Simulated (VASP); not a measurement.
# Cu (P2_1/m) in VASP: further runs, part 2 of 2

VASP 6.6.1. The steps go on from the part before.

## (3) Single point, PBE (mode 1 frozen in at -0.147 Å and mode 5 at -0.054 Å (largest displacements))

Contents of INCAR:

```
SYSTEM = Cu
PREC = Accurate ; ENCUT = 520
EDIFF = 1E-6 ; ISMEAR = 0
SIGMA = 0.15 ; LREAL = .False.
LASPH = .True. ; NELM = 80
ALGO = Fast ; ISIF = 2
LWAVE = .False. ; LCHARG = .False.
GGA = PE ; NBANDS = 18
```

Contents of KPOINTS:

```
regular mesh
0
Gamma
  20 20 12
  0 0 0
```

Contents of POSCAR:

```
Cu
1.0
   -1.4732621048      1.4732621048      1.3819816208
    1.4732621048     -1.4732621048      1.3819816208
    2.9465242096      2.9465242096      0.0000000000
Cu
2
Direct
    0.0157764380     -0.0546336842      0.0000000000
    0.4842235620      0.5546336842      0.5000000000
```

Potentials or basis: VASP PAW PBE potentials, release 64 (Cu).

Started as:

```bash
$ cat potpaw_PBE.64/Cu/POTCAR > POTCAR
$ mpirun -np 1 vasp_std > vasp.out
```

OUTCAR:

```text
SYSTEM = Cu
   PREC = Accurate
   ENCUT = 520
   EDIFF = 1E-6
   ISMEAR = 0
   LREAL = .False.
   LASPH = .True.
   NELM = 80
   ISIF = 2
   GGA = PE

 ion  position               nearest neighbor table
   1  0.016  0.945  0.000-   2 2.46   2 2.46   2 2.58   2 2.58   2 2.75   2 2.75
   2  0.484  0.555  0.500-   1 2.46   1 2.46   1 2.58   1 2.58   1 2.75   1 2.75

  LATTYP: Found a base centered orthorhombic cell.
 ALAT       =     2.7639632416
 B/A-ratio  =     1.5076229801
 C/A-ratio  =     1.5076229801

  Lattice vectors:

 A1 = (  -1.4732621048,   1.4732621048,   1.3819816208)
 A2 = (   1.4732621048,  -1.4732621048,   1.3819816208)
 A3 = (   2.9465242096,   2.9465242096,   0.0000000000)

Analysis of symmetry for initial positions (statically):
=====================================================================
 Subroutine PRICEL returns:
 Original cell was already a primitive cell.

 Routine SETGRP: Setting up the symmetry group for a
 base centered orthorhombic supercell.

 Subroutine GETGRP returns: Found  4 space group operations
 (whereof  2 operations were pure point group operations)
 out of a pool of  8 trial point group operations.

The static configuration has the point symmetry C_1h.
 The point group associated with its full space group is C_2h.

Analysis of symmetry for dynamics (positions and initial velocities):
=====================================================================
 Subroutine PRICEL returns:
 Original cell was already a primitive cell.

 Routine SETGRP: Setting up the symmetry group for a
 base centered orthorhombic supercell.

 Subroutine GETGRP returns: Found  4 space group operations
 (whereof  2 operations were pure point group operations)
 out of a pool of  8 trial point group operations.

The dynamic configuration has the point symmetry C_1h.
 The point group associated with its full space group is C_2h.

 Subroutine INISYM returns: Found  4 space group operations
 (whereof  2 operations are pure point group operations),
 and found     1 'primitive' translations

----------------------------------------------------------------------------------------

                                     Primitive cell

  volume of cell :      23.9967

  direct lattice vectors                    reciprocal lattice vectors
    -1.473262105  1.473262105  1.381981621    -0.169691462  0.169691462  0.361799312
     1.473262105 -1.473262105  1.381981621     0.169691462 -0.169691462  0.361799312
     2.946524210  2.946524210  0.000000000     0.169691462  0.169691462  0.000000000

  length of vectors
     2.500175126  2.500175126  4.167014499     0.434153345  0.434153345  0.239979967

  position of ions in fractional coordinates (direct lattice)
     0.015776438  0.945366316  0.000000000
     0.484223562  0.554633684  0.500000000

  ion indices of the primitive-cell ions
   primitive index   ion index
                 1           1
                 2           2

----------------------------------------------------------------------------------------

 KPOINTS: regular mesh

Automatic generation of k-mesh.
 Grid dimensions read from file:
 generate k-points for:   20   20   12

 Generating k-lattice:

  Cartesian coordinates                     Fractional coordinates (reciprocal lattice)
    -0.008484573  0.008484573  0.018089966     0.050000000 -0.000000000  0.000000000
     0.008484573 -0.008484573  0.018089966    -0.000000000  0.050000000  0.000000000
     0.014140955  0.014140955  0.000000000     0.000000000  0.000000000  0.083333333

  Length of vectors
     0.021707667  0.021707667  0.019998331

  Shift w.r.t. Gamma in fractional coordinates (k-lattice)
     0.000000000  0.000000000  0.000000000

 Subroutine IBZKPT returns following result:
 ===========================================

 Found   1414 irreducible k-points:

 Following reciprocal coordinates:
            Coordinates               Weight
  0.000000  0.000000  0.000000      1.000000
  0.050000 -0.000000  0.000000      2.000000
 -0.000000  0.050000  0.000000      2.000000
  0.100000  0.000000  0.000000      2.000000
  0.000000  0.100000  0.000000      2.000000
  0.150000  0.000000  0.000000      2.000000
[... 16 lines left out ...]
  0.100000  0.050000  0.000000      2.000000
  0.050000  0.100000  0.000000      2.000000
 [... further k-points ...]
   k-points           NKPTS =   1414   k-points in BZ     NKDIM =   1414   number of bands    NBANDS=     18
   number of dos      NEDOS =    301   number of ions     NIONS =      2
   total plane-waves  NPLWV =  12800
   dimension x,y,z NGX =    20 NGY =   20 NGZ =   32
   dimension x,y,z NGXF=    40 NGYF=   40 NGZF=   64
   ions per type =               2
   NGX,Y,Z   is equivalent  to a cutoff of  13.30, 13.30, 12.77 a.u.
   NGXF,Y,Z  is equivalent  to a cutoff of  26.60, 26.60, 25.53 a.u.
 SYSTEM =  Cu
   PREC   = accura    normal or accurate (medium, high low for compatibility)
   ISTART =      0    job   : 0-new  1-cont  2-samecut
   ICHARG =      2    charge: 1-file 2-atom 10-const
   ISPIN  =      1    spin polarized calculation?
   LNONCOLLINEAR =      F non collinear calculations
   LSORBIT =      F    spin-orbit coupling
   LASPH  =      T    aspherical Exc in radial PAW
   ENCUT  =  520.0 eV  38.22 Ry    6.18 a.u.   4.65  4.65  7.75*2*pi/ulx,y,z
   NELM   =     80;   NELMIN=  2; NELMDL= -5     # of ELM steps
   EDIFF  = 0.1E-05   stopping-criterion for ELM
   LREAL  =      F    real-space projection
   EDIFFG = 0.1E-04   stopping-criterion for IOM
   NSW    =      0    number of steps for IOM
   IBRION =     -1    ionic relax: 0-MD 1-quasi-New 2-CG
   NFREE  =      0    steps in history (QN), initial steepest desc. (CG)
   ISIF   =      2    stress and relaxation
   ISYM   =      2    0-nonsym 1-usesym 2-fastsym
   POTIM  = 0.5000    time-step for ionic-motion
   TEBEG  =    0.0;   TEEND  =   0.0 temperature during run
   PSTRESS=    0.0 pullay stress
   NELECT =      22.0000    total number of electrons
   NUPDOWN=      -1.0000    fix difference up-down
   EMIN   =  10.00;   EMAX   =-10.00  energy-range for DOS
   EFERMI =   0.00;   METHOD = LEGACY
   ISMEAR =     0;   SIGMA  =   0.15  broadening in eV -4-tet -1-fermi 0-gaus
   EFERMI_NEDOS =   21; number of points for ismear=-14 and -15
   IALGO  =     68    algorithm
   IMIX   =      4    mixing-type and parameters
     AMIX     =   0.40;   BMIX     =  1.00
     AMIX_MAG =   1.60;   BMIX_MAG =  1.00
  volume/ion in A,a.u.               =      12.00        80.97
  Fermi-wavevector in a.u.,A,eV,Ry     =   1.590370  3.005364 34.412918  2.529278
  Thomas-Fermi vector in A             =   2.689076
   LORBIT       =      0    0 simple, 1 ext, 2 COOP (PROOUT), +10 PAW based schemes
   GGA     = PE    functional components
   LHFCALC =     F    Hartree Fock is set to
   AEXX    =    0.0000 exact exchange contribution
   IVDW    =     0    specifies the selected vdW correction
   LEPSILON=     F    determine dielectric tensor
   LRPA    =     F    only Hartree local field effects (RPA)
 non-spin polarized calculation
 RMM-DIIS sequential band-by-band and
 Gauss-broadening in eV      SIGMA  =   0.15
  energy-cutoff  :      520.00
  volume of cell :       24.00
 maximum number of plane-waves:       664
   NGX =  9   NGY =  9   NGZ = 15

 number of electron      22.0000004 magnetization

 Free energy of the ion-electron system (eV)
  ---------------------------------------------------
  ext. energy  EPLUGINS =         0.00000000
  ---------------------------------------------------
  free energy    TOTEN  =        -7.38264466 eV

  energy without entropy =       -7.37449403  energy(sigma->0) =       -7.37856934

 E-fermi :   7.3862     XC(G=0): -12.6336

 val. band max:        7.3853931999   @ k =   0.5000   0.1000   0.1667
 cond. band min:       7.3862556685   @ k =   0.0500   0.4500   0.5000
 fundamental gap:      0.0008624686
 Fermi energy:         7.3862141248

 k-point     1 :       0.0000    0.0000    0.0000
  band No.  band energies     occupation
      1      -1.8351      2.00000
      2       2.4206      2.00000
      3       3.8898      2.00000
      4       4.2449      2.00000
      5       4.3958      2.00000
      6       4.5264      2.00000
[... 10 lines left out ...]
     17      31.3462      0.00000
     18      31.5974      0.00000
[... 463 lines left out ...]
 k-point    24 :       0.0500    0.1000    0.0000
  band No.  band energies     occupation
      1      -1.3493      2.00000
      2       2.6880      2.00000
      3       3.8149      2.00000
      4       4.3484      2.00000
      5       4.3886      2.00000
      6       4.4792      2.00000
[... 10 lines left out ...]
     17      30.2380      0.00000
     18      31.0486      0.00000

 [... further k-points ...]
[... 5 lines left out ...]
  --------------------------------------------------------------------------------------
  -------------------------------------------------------------------------------------
  Total        0.3251838      0.3251838      0.0545475     -0.0787208      0.0514648     -0.0514647
  in kB       21.7113667     21.7113667      3.6419417     -5.2559115      3.4361205     -3.4361185
  external PRESSURE =      15.6882250 kB  Pullay stress =       0.0000000 kB

 VOLUME and BASIS-vectors are now :
 -----------------------------------------------------------------------------
  energy-cutoff  :      520.00
  volume of cell :       24.00
      direct lattice vectors                 reciprocal lattice vectors
    -1.473262105  1.473262105  1.381981621    -0.169691462  0.169691462  0.361799312
     1.473262105 -1.473262105  1.381981621     0.169691462 -0.169691462  0.361799312
     2.946524210  2.946524210  0.000000000     0.169691462  0.169691462  0.000000000

 POSITION                                       TOTAL-FORCE (eV/Angst)
 -----------------------------------------------------------------------------------
      1.36953     -1.36953      1.32828        -0.042337      0.042337      0.272545
      1.57699      1.36953      1.43568         0.042337     -0.042337     -0.272545
 -----------------------------------------------------------------------------------
    total drift:                                0.000000      0.000000     -0.000000

  FREE ENERGIE OF THE ION-ELECTRON SYSTEM (eV)
  ---------------------------------------------------
  free  energy   TOTEN  =        -7.3826446608 eV

  energy  without entropy=       -7.3744940262  energy(sigma->0) =       -7.37856934
```

OSZICAR:

```text
N       E                     dE             d eps       ncg     rms          rms(c)
DAV:   1     0.126422310424E+03    0.12642E+03   -0.10290E+04 53954   0.219E+03
DAV:   2    -0.272443299813E+01   -0.12915E+03   -0.12244E+03 51016   0.289E+02
DAV:   3    -0.909204901066E+01   -0.63676E+01   -0.61281E+01 56466   0.879E+01
DAV:   4    -0.916356768576E+01   -0.71519E-01   -0.71466E-01 59582   0.100E+01
DAV:   5    -0.916453977317E+01   -0.97209E-03   -0.97206E-03 61280   0.101E+00    0.107E+01
RMM:   6    -0.807197940345E+01    0.10926E+01   -0.10795E+01 59487   0.581E+01    0.621E+00
RMM:   7    -0.740355282424E+01    0.66843E+00   -0.19598E+00 58675   0.260E+01    0.140E+00
RMM:   8    -0.738527728595E+01    0.18276E-01   -0.57760E-02 61098   0.224E+00    0.422E-01
RMM:   9    -0.738230787715E+01    0.29694E-02   -0.15901E-02 61748   0.240E+00    0.446E-02
RMM:  10    -0.738261778718E+01   -0.30991E-03   -0.26873E-03 65882   0.528E-01    0.180E-02
RMM:  11    -0.738264234163E+01   -0.24554E-04   -0.22868E-04 63952   0.205E-01    0.275E-02
RMM:  12    -0.738264189041E+01    0.45122E-06   -0.83632E-05 66120   0.126E-01    0.104E-02
RMM:  13    -0.738264425394E+01   -0.23635E-05   -0.25250E-05 59295   0.476E-02    0.751E-03
RMM:  14    -0.738264466082E+01   -0.40688E-06   -0.33787E-06 41039   0.226E-02
   1 F= -.73826447E+01 E0= -.73785693E+01  d E =-.815063E-02
```

Wall time 12 min (1 thread of Oxide Virtual Turin-like, shared host); peak memory 0.52 GiB.

Results:

```yaml
Free_energy: -7.3826 eV
Pressure: 1.6 GPa
Largest_force: 0.279 eV/Å
Band_gap_on_the_k_mesh: zero (band 11 reaches 11.65 eV, above the bottom of band 12 at 5.50 eV)
```

Forces in eV/Å, atoms in the order of the input:
```
Cu  -0.042  0.042  0.273
Cu   0.042 -0.042 -0.273
```

Levels at points of the mesh, in eV from the Fermi level:
```tsv
k point	band 7	band 8	band 9	band 10	band 11	band 12	band 13	band 14	band 15	band 16
(0.00, 0.00, 0.00)	-2.34	-2.25	-2.05	-1.95	-1.47	-0.85	3.83	18.61	19.01	21.93
(0.50, 0.00, 0.00)	-2.57	-1.80	-1.78	-1.67	0.35	0.57	8.49	8.77	9.07	9.27
(0.00, 0.50, 0.00)	-2.54	-1.85	-1.75	-1.72	0.02	0.91	7.76	8.11	9.75	9.94
(0.50, 0.50, 0.00)	-1.91	-1.59	-1.50	-1.41	-0.36	3.50	7.69	7.80	9.85	12.63
(0.00, 0.00, 0.50)	-2.48	-2.48	-2.14	-2.14	-1.89	-1.89	12.58	12.58	20.86	20.86
(0.50, 0.00, 0.50)	-1.83	-1.83	-1.40	-1.40	-0.34	-0.34	4.51	4.51	16.84	16.84
(0.00, 0.50, 0.50)	-1.88	-1.88	-1.49	-1.49	-0.11	-0.11	4.37	4.37	16.99	16.99
(0.50, 0.50, 0.50)	-2.21	-2.21	-1.45	-1.45	2.42	2.42	5.09	5.09	12.84	12.84
```

Caveat: the cell differs from its parent crystal (mode 1 frozen in at -0.147 Å and mode 5 at -0.054 Å (largest displacements)).

## (4) Single point, PBE (mode 1 frozen in at -0.440 Å and mode 5 at -0.054 Å (largest displacements))

Contents of INCAR:

```
PREC     = Accurate       # precision mode
ENCUT    = 520            # plane-wave cutoff, eV
EDIFF    = 1E-6           # SCF threshold, eV
ISMEAR   = 0              # smearing method
SIGMA    = 0.15           # smearing width, eV
LREAL    = F              # projectors in reciprocal space
LASPH    = T              # aspherical terms in the spheres
NELM     = 80             # most SCF steps
ALGO     = Fast           # electronic algorithm
ISIF     = 2              # what is computed and relaxed
LWAVE    = F              # write WAVECAR
LCHARG   = T              # write CHGCAR
GGA      = PE             # functional
LELF     = T              # ELF
LVHAR    = T            
NBANDS   = 18             # bands
```

Contents of KPOINTS:

```
regular mesh
0
Gamma
  20 20 12
```

Contents of POSCAR:

```
Cu
1.0
   -1.4732621048      1.4732621048      1.3819816208
    1.4732621048     -1.4732621048      1.3819816208
    2.9465242096      2.9465242096      0.0000000000
Cu
2
Direct
    0.0861625622     -0.1250198083      0.0000000000
    0.4138374378      0.6250198083      0.5000000000
```

Started as:

```bash
$ cat potpaw_PBE.64/Cu/POTCAR > POTCAR
$ mpirun -np 1 vasp_std > vasp.out
```

Run time: 8.9 min. Hardware: 1 thread of Oxide Virtual Turin-like, shared host; peak memory 0.53 GiB.

Results (log left out):

```
Free energy            : -7.3033 eV
Pressure               : 3.9 GPa
Largest force          : 0.541 eV/Å
Band gap on the k mesh : zero (band 11 reaches 11.25 eV, above the bottom of band 12 at 5.53 eV)
```

Forces on the atoms (eV/Å):
```
Cu   0.380 -0.380  0.057
Cu  -0.380  0.380 -0.057
```

Stress tensor (GPa, compression positive):
```
 8.22 -0.97 -1.02
-0.97  8.22  1.02
-1.02  1.02 -4.87
```

Levels at points of the mesh, in eV from the Fermi level:
| k point | band 8 | band 9 | band 10 | band 11 | band 12 | band 13 | band 14 | band 15 |
| --- | --- | --- | --- | --- | --- | --- | --- | --- |
| (0.00, 0.00, 0.00) | -2.27 | -2.25 | -2.03 | -1.58 | -0.85 | 3.85 | 19.54 | 20.45 |
| (0.50, 0.00, 0.00) | -1.79 | -1.68 | -1.66 | -0.24 | 1.16 | 7.20 | 7.63 | 10.27 |
| (0.00, 0.50, 0.00) | -1.74 | -1.72 | -1.56 | -0.56 | 1.46 | 6.53 | 7.07 | 10.80 |
| (0.50, 0.50, 0.00) | -1.70 | -1.55 | -1.40 | 1.15 | 1.97 | 9.70 | 9.84 | 10.08 |
| (0.00, 0.00, 0.50) | -2.51 | -1.99 | -1.99 | -1.86 | -1.86 | 12.60 | 12.60 | 20.43 |
| (0.50, 0.00, 0.50) | -1.87 | -1.68 | -1.68 | 0.18 | 0.18 | 4.18 | 4.18 | 17.21 |
| (0.00, 0.50, 0.50) | -2.06 | -1.69 | -1.69 | 0.60 | 0.60 | 3.82 | 3.82 | 17.51 |
| (0.50, 0.50, 0.50) | -1.58 | -1.47 | -1.47 | 1.10 | 1.10 | 6.31 | 6.31 | 12.83 |

Caveat: the cell differs from its parent crystal (mode 1 frozen in at -0.440 Å and mode 5 at -0.054 Å (largest displacements)).
